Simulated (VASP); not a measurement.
# Ta12HCN13 in VASP: further runs

Runs on Ta12HCN13. Level: PBE+D3(BJ). Tasks: single point.

Everything below comes from runs of VASP 6.6.1. Logs are shortened: lines on timing, memory, paths and dates and some standing lists are left out, and cuts for length are marked.

## (1) The cell of the first run

The cell holds a slab with vacuum, 27 atoms: a = 6.201 Å, b = 6.201 Å, c = 26.545 Å, α = 90.00°, β = 90.00°, γ = 120.00°.

## (2) Single point, PBE+D3(BJ)

File INCAR:

```
SYSTEM = Ta12HCN13
ALGO = Normal ; DIPOL = 0.5 0.5 0.445
EDIFF = 1E-7 ; ENCUT = 520
GGA = PE ; IDIPOL = 3
ISIF = 2 ; ISMEAR = 0
IVDW = 12 ; LASPH = .TRUE.
LCHARG = .FALSE. ; LDIPOL = .TRUE.
LREAL = Auto ; LWAVE = .FALSE.
NBANDS = 120 ; NELM = 100
PREC = Accurate ; SIGMA = 0.1
```

File KPOINTS:

```
k-points
0
G
  4 4 1
  0 0 0
```

File POSCAR:

```
Ta12HCN13
1.0
    6.2014901195      0.0000000000      0.0000000000
   -3.1007450597      5.3706479848      0.0000000000
    0.0000000000      0.0000000000     26.5449693490
Ta N C H
12 13 1 1
Direct
    0.1666666667      0.3333333333      0.3013753716
    0.1666666667      0.8333333333      0.3013753716
    0.6666666667      0.3333333333      0.3013753716
    0.6666666667      0.8333333333      0.3013753716
    0.5000000000      0.5000000000      0.3967511735
    0.5000000000      0.0000000000      0.3967511735
    0.0000000000      0.5000000000      0.3967511735
    0.0000000000      0.0000000000      0.3967511735
    0.8247675962      0.6623837981      0.4934059010
    0.8333333333      0.1666666667      0.5073470287
    0.3376162019      0.6623837981      0.4934059010
    0.3376162019      0.1752324038      0.4934059010
    0.3333333333      0.1666666667      0.3490632725
    0.3333333333      0.6666666667      0.3490632725
    0.8333333333      0.1666666667      0.3490632725
    0.8333333333      0.6666666667      0.3490632725
    0.6770516663      0.3229483337      0.4449062238
    0.6770516663      0.8541033326      0.4449062238
    0.1458966674      0.3229483337      0.4449062238
    0.1666666667      0.8333333333      0.4435361719
    0.0043774982      0.5087549964      0.5309646260
    0.0043774982     -0.0043774982      0.5309646260
    0.5000000000      0.5000000000      0.5312858948
    0.4912450036     -0.0043774982      0.5309646260
    0.1666666667      0.8333333333      0.6896175404
    0.1666666667      0.8333333333      0.6460021578
    0.1666666667      0.8333333333      0.6055392514
```

Potentials or basis: VASP PAW PBE potentials, release 64 (Ta_pv, N, C, H).

Launch:

```sh
$ cat potpaw_PBE.64/Ta_pv/POTCAR potpaw_PBE.64/N/POTCAR potpaw_PBE.64/C/POTCAR potpaw_PBE.64/H/POTCAR > POTCAR
$ mpirun -np 1 vasp_std > vasp.out
```

OUTCAR:

```text
SYSTEM = Ta12HCN13
   EDIFF = 1E-7
   ENCUT = 520
   GGA = PE
   ISIF = 2
   ISMEAR = 0
   IVDW = 12
   LASPH = .TRUE.
   LREAL = Auto
   NELM = 100
   PREC = Accurate
 IVDW          = 12

 ion  position               nearest neighbor table
   1  0.167  0.333  0.301-  13 2.19  14 2.19  15 2.19   8 3.10   5 3.10   7 3.10   2 3.10   2 3.10
                             3 3.10   3 3.10   4 3.10   4 3.10
   2  0.167  0.833  0.301-  14 2.19  13 2.19  16 2.19   7 3.10   6 3.10   8 3.10   1 3.10   1 3.10
                             4 3.10   4 3.10   3 3.10   3 3.10
   3  0.667  0.333  0.301-  15 2.19  16 2.19  13 2.19   6 3.10   7 3.10   5 3.10   4 3.10   4 3.10
                             1 3.10   1 3.10   2 3.10   2 3.10
   4  0.667  0.833  0.301-  16 2.19  15 2.19  14 2.19   5 3.10   8 3.10   6 3.10   3 3.10   3 3.10
                             2 3.10   2 3.10   1 3.10   1 3.10
   5  0.500  0.500  0.397-  13 2.19  16 2.19  14 2.19  17 2.29  18 2.29  19 2.29   4 3.10   1 3.10
                             3 3.10   6 3.10   6 3.10   7 3.10   7 3.10   8 3.10   8 3.10  11 3.10
   6  0.500  0.000  0.397-  18 2.16  17 2.16  20 2.18  14 2.19  15 2.19  13 2.19   3 3.10   2 3.10
                             4 3.10   5 3.10   5 3.10   8 3.10   8 3.10   7 3.10   7 3.10  12 3.14
   7  0.000  0.500  0.397-  19 2.16  17 2.16  20 2.18  15 2.19  14 2.19  16 2.19   2 3.10   3 3.10
                             1 3.10   8 3.10   8 3.10   5 3.10   5 3.10   6 3.10   6 3.10   9 3.14
   8  0.000  0.000  0.397-  19 2.16  18 2.16  20 2.18  16 2.19  13 2.19  15 2.19   1 3.10   4 3.10
                             2 3.10   7 3.10   7 3.10   6 3.10   6 3.10   5 3.10   5 3.10   9 3.14
   9  0.825  0.662  0.493-  23 2.01  21 2.05  22 2.05  18 2.24  17 2.24  20 2.26  11 3.02  12 3.02
[... 4 lines left out ...]
                             5 3.10  10 3.12  10 3.12   6 3.14   7 3.14  12 3.18   9 3.18
  12  0.338  0.175  0.493-  23 2.01  24 2.05  22 2.05  19 2.24  17 2.24  20 2.26  11 3.02   9 3.02
                             5 3.10  10 3.12  10 3.12   6 3.14   8 3.14  11 3.18   9 3.18
  13  0.333  0.167  0.349-   1 2.19   2 2.19   3 2.19   5 2.19   8 2.19   6 2.19
  14  0.333  0.667  0.349-   2 2.19   1 2.19   4 2.19   6 2.19   7 2.19   5 2.19
  15  0.833  0.167  0.349-   3 2.19   4 2.19   1 2.19   7 2.19   6 2.19   8 2.19
  16  0.833  0.667  0.349-   4 2.19   3 2.19   2 2.19   8 2.19   5 2.19   7 2.19
  17  0.677  0.323  0.445-   6 2.16   7 2.16   9 2.24  12 2.24   5 2.29  10 2.36
  18  0.677  0.854  0.445-   6 2.16   8 2.16   9 2.24  11 2.24   5 2.29  10 2.36
  19  0.146  0.323  0.445-   7 2.16   8 2.16  12 2.24  11 2.24   5 2.29  10 2.36
  20  0.167  0.833  0.444-   7 2.18   6 2.18   8 2.18  11 2.26  12 2.26   9 2.26
  21  0.004  0.509  0.531-  10 1.94   9 2.05  11 2.05
  22  0.004  0.996  0.531-  10 1.94   9 2.05  12 2.05
  23  0.500  0.500  0.531-  11 2.01  12 2.01   9 2.01
  24  0.491  0.996  0.531-  10 1.94  12 2.05  11 2.05
  25  0.167  0.833  0.690-  26 1.16
  26  0.167  0.833  0.646-  27 1.07  25 1.16
  27  0.167  0.833  0.606-  26 1.07

  LATTYP: Found a hexagonal cell.
 ALAT       =     6.2014901195
 C/A-ratio  =     4.2804179056

  Lattice vectors:

 A1 = (   6.2014901195,   0.0000000000,   0.0000000000)
 A2 = (  -3.1007450597,   5.3706479848,   0.0000000000)
 A3 = (   0.0000000000,   0.0000000000,  26.5449693490)

Analysis of symmetry for initial positions (statically):
=====================================================================
 Subroutine PRICEL returns:
 Original cell was already a primitive cell.

 Routine SETGRP: Setting up the symmetry group for a
 hexagonal supercell.

 Subroutine GETGRP returns: Found  6 space group operations
 (whereof  2 operations were pure point group operations)
 out of a pool of 24 trial point group operations.

The static configuration has the point symmetry C_1h.
 The point group associated with its full space group is C_3v.

Analysis of symmetry for dynamics (positions and initial velocities):
=====================================================================
 Subroutine PRICEL returns:
 Original cell was already a primitive cell.

 Routine SETGRP: Setting up the symmetry group for a
 hexagonal supercell.

 Subroutine GETGRP returns: Found  6 space group operations
 (whereof  2 operations were pure point group operations)
 out of a pool of 24 trial point group operations.

The dynamic configuration has the point symmetry C_1h.
 The point group associated with its full space group is C_3v.

 Subroutine INISYM returns: Found  6 space group operations
 (whereof  2 operations are pure point group operations),
 and found     1 'primitive' translations

----------------------------------------------------------------------------------------

                                     Primitive cell

  volume of cell :     884.1073
[... 84 lines left out ...]
     0.046549318  0.046549318  0.037671921

  Shift w.r.t. Gamma in fractional coordinates (k-lattice)
     0.000000000  0.000000000  0.000000000

 Subroutine IBZKPT returns following result:
 ===========================================

 Found      4 irreducible k-points:

 Following reciprocal coordinates:
            Coordinates               Weight
  0.000000  0.000000  0.000000      1.000000
  0.250000 -0.000000  0.000000      6.000000
  0.500000 -0.000000  0.000000      3.000000
  0.250000  0.250000  0.000000      6.000000
   k-points           NKPTS =      4   k-points in BZ     NKDIM =      4   number of bands    NBANDS=    120
   number of dos      NEDOS =    301   number of ions     NIONS =     27
   total plane-waves  NPLWV = 460800
   dimension x,y,z NGX =    48 NGY =   48 NGZ =  200
   dimension x,y,z NGXF=    96 NGYF=   96 NGZF=  400
   ions per type =              12  13   1   1
   NGX,Y,Z   is equivalent  to a cutoff of  12.87, 12.87, 12.53 a.u.
   NGXF,Y,Z  is equivalent  to a cutoff of  25.74, 25.74, 25.05 a.u.
 SYSTEM =  Ta12HCN13
   PREC   = accura    normal or accurate (medium, high low for compatibility)
   ISTART =      0    job   : 0-new  1-cont  2-samecut
   ICHARG =      2    charge: 1-file 2-atom 10-const
   ISPIN  =      1    spin polarized calculation?
   LNONCOLLINEAR =      F non collinear calculations
   LSORBIT =      F    spin-orbit coupling
   LASPH  =      T    aspherical Exc in radial PAW
   ENCUT  =  520.0 eV  38.22 Ry    6.18 a.u.  11.53 11.53 49.36*2*pi/ulx,y,z
   NELM   =    100;   NELMIN=  2; NELMDL= -5     # of ELM steps
   EDIFF  = 0.1E-06   stopping-criterion for ELM
   LREAL  =      T    real-space projection
   EDIFFG = 0.1E-05   stopping-criterion for IOM
   NSW    =      0    number of steps for IOM
   IBRION =     -1    ionic relax: 0-MD 1-quasi-New 2-CG
   NFREE  =      0    steps in history (QN), initial steepest desc. (CG)
   ISIF   =      2    stress and relaxation
   ISYM   =      2    0-nonsym 1-usesym 2-fastsym
   POTIM  = 0.5000    time-step for ionic-motion
   TEBEG  =    0.0;   TEEND  =   0.0 temperature during run
   PSTRESS=    0.0 pullay stress
   NELECT =     202.0000    total number of electrons
   NUPDOWN=      -1.0000    fix difference up-down
   EMIN   =  10.00;   EMAX   =-10.00  energy-range for DOS
   EFERMI =   0.00;   METHOD = LEGACY
   ISMEAR =     0;   SIGMA  =   0.10  broadening in eV -4-tet -1-fermi 0-gaus
   EFERMI_NEDOS =   21; number of points for ismear=-14 and -15
   IALGO  =     38    algorithm
   IMIX   =      4    mixing-type and parameters
     AMIX     =   0.40;   BMIX     =  1.00
     AMIX_MAG =   1.60;   BMIX_MAG =  1.00
  volume/ion in A,a.u.               =      32.74       220.97
  Fermi-wavevector in a.u.,A,eV,Ry     =   1.000822  1.891280 13.628211  1.001645
  Thomas-Fermi vector in A             =   2.133204
   LORBIT       =      0    0 simple, 1 ext, 2 COOP (PROOUT), +10 PAW based schemes
   GGA     = PE    functional components
   LHFCALC =     F    Hartree Fock is set to
   AEXX    =    0.0000 exact exchange contribution
   IVDW    =    12    specifies the selected vdW correction
   LEPSILON=     F    determine dielectric tensor
   LRPA    =     F    only Hartree local field effects (RPA)
 non-spin polarized calculation
 Gauss-broadening in eV      SIGMA  =   0.10
  energy-cutoff  :      520.00
  volume of cell :      884.11
 maximum number of plane-waves:     23883
 NGX is ok and might be reduce to    48
   NGX = 23   NGY = 23   NGZ = 99

 dipolmoment           0.000000      0.000000     -0.316869 electrons x Angstroem

 number of electron     202.0000007 magnetization

 dipolmoment           0.000000      0.000000      0.639972 electrons x Angstroem

 Free energy of the ion-electron system (eV)
  ---------------------------------------------------
  ext. energy  EPLUGINS =         0.00000000
  ---------------------------------------------------
  free energy    TOTEN  =      -274.10523790 eV

  energy without entropy =     -274.00919780  energy(sigma->0) =     -274.05721785

 E-fermi :  -1.8071     XC(G=0):  -5.1278

 val. band max:       -1.8461877811   @ k =   0.2500   0.2500   0.0000
 cond. band min:      -1.7917816111   @ k =   0.2500  -0.0000   0.0000
 fundamental gap:      0.0544061700
 Fermi energy:        -1.8071392698

 k-point     1 :       0.0000    0.0000    0.0000
  band No.  band energies     occupation
      1     -38.3359      2.00000
      2     -38.2563      2.00000
      3     -38.2563      2.00000
      4     -38.0893      2.00000
      5     -38.0453      2.00000
      6     -38.0265      2.00000
[... 453 lines left out ...]
    112      -0.2762      0.00000
    113      -0.1961      0.00000
 [bands above 113 left out]

------------------------ aborting loop because EDIFF is reached ----------------------------------------

 vacuum level on the upper side and lower side of the slab       (xc-potential included)         1.698        -1.709

 Edisp (eV)   -7.98655

 E8    (eV) :    -3.7676

  FORCE on cell =-STRESS in cart. coord.  units (eV):
  Direction    XX          YY          ZZ          XY          YZ          ZX
  --------------------------------------------------------------------------------------
  -------------------------------------------------------------------------------------
  Total      -6.47296    -6.47296    -0.28530    -0.00000     0.00000    -0.00000
  in kB     -11.73028   -11.73028    -0.51702    -0.00000     0.00000    -0.00000
  external pressure =       -7.99 kB  Pullay stress =        0.00 kB

 VOLUME and BASIS-vectors are now :
 -----------------------------------------------------------------------------
  energy-cutoff  :      520.00
  volume of cell :      884.11
      direct lattice vectors                 reciprocal lattice vectors
     6.201490119  0.000000000  0.000000000     0.161251567  0.093098636  0.000000000
    -3.100745060  5.370647985  0.000000000     0.000000000  0.186197271  0.000000000
     0.000000000  0.000000000 26.544969349     0.000000000  0.000000000  0.037671921

 POSITION                                       TOTAL-FORCE (eV/Angst)
 -----------------------------------------------------------------------------------
      0.00000      1.79022      8.00000         0.042095      0.024304      0.441996
     -1.55037      4.47554      8.00000         0.000000     -0.000000      0.609751
      3.10075      1.79022      8.00000        -0.042095      0.024304      0.441996
      1.55037      4.47554      8.00000        -0.000000     -0.048607      0.441996
      1.55037      2.68532     10.53175         0.000000     -0.000000      0.651496
      3.10075      0.00000     10.53175         0.161610      0.093306      0.029358
[... 19 lines left out ...]
     -1.55037      4.47554     17.14811         0.000000     -0.000000     -0.437161
     -1.55037      4.47554     16.07402         0.000000     -0.000000      0.024104
 -----------------------------------------------------------------------------------
    total drift:                                0.000004     -0.000002      0.017138

  FREE ENERGIE OF THE ION-ELECTRON SYSTEM (eV)
  ---------------------------------------------------
  free  energy   TOTEN  =      -282.0917913566 eV

  energy  without entropy=     -281.9957512484  energy(sigma->0) =     -282.04377130

 vacuum level on the upper side and lower side of the slab         6.691         3.213
```

It took 41 min on 1 thread of Intel Xeon Platinum 8259CL at 2.50GHz (Skylake/Cascade Lake), shared host; peak memory 1.1 GiB.

Results:

| Item | Value |
| --- | --- |
| Free energy | -282.0918 eV |
| Largest force | 0.755 eV/Å |
| Band gap on the k mesh | zero (bands 101 and 102 overlap by 0.18 eV) |
| Dispersion energy per atom | -0.296 eV |

Forces on the atoms (eV/Å):
```
Ta   0.042  0.024  0.442
Ta   0.000  0.000  0.610
Ta  -0.042  0.024  0.442
Ta   0.000 -0.049  0.442
Ta   0.000  0.000  0.651
Ta   0.162  0.093  0.029
Ta   0.000 -0.187  0.029
Ta  -0.162  0.093  0.029
Ta   0.023  0.014 -0.016
Ta   0.000  0.000 -0.046
Ta  -0.023  0.014 -0.016
Ta   0.000 -0.027 -0.016
N    0.000 -0.145 -0.741
N   -0.125  0.072 -0.741
N    0.000  0.000 -0.630
N    0.125  0.072 -0.741
N   -0.003  0.002 -0.009
N    0.000 -0.003 -0.009
N    0.003  0.002 -0.009
N    0.000  0.000 -0.029
N    0.000  0.057  0.074
N    0.049 -0.028  0.074
N    0.000  0.000  0.097
N   -0.049 -0.028  0.074
N    0.000  0.000  0.420
C    0.000  0.000 -0.437
H    0.000  0.000  0.024
```

Caveat: spin-orbit coupling is left out, which moves the levels of the heavy elements.

[end of part 1 of 2]

The gap in the log of VASP goes by the Fermi energy; the results here count the filled bands.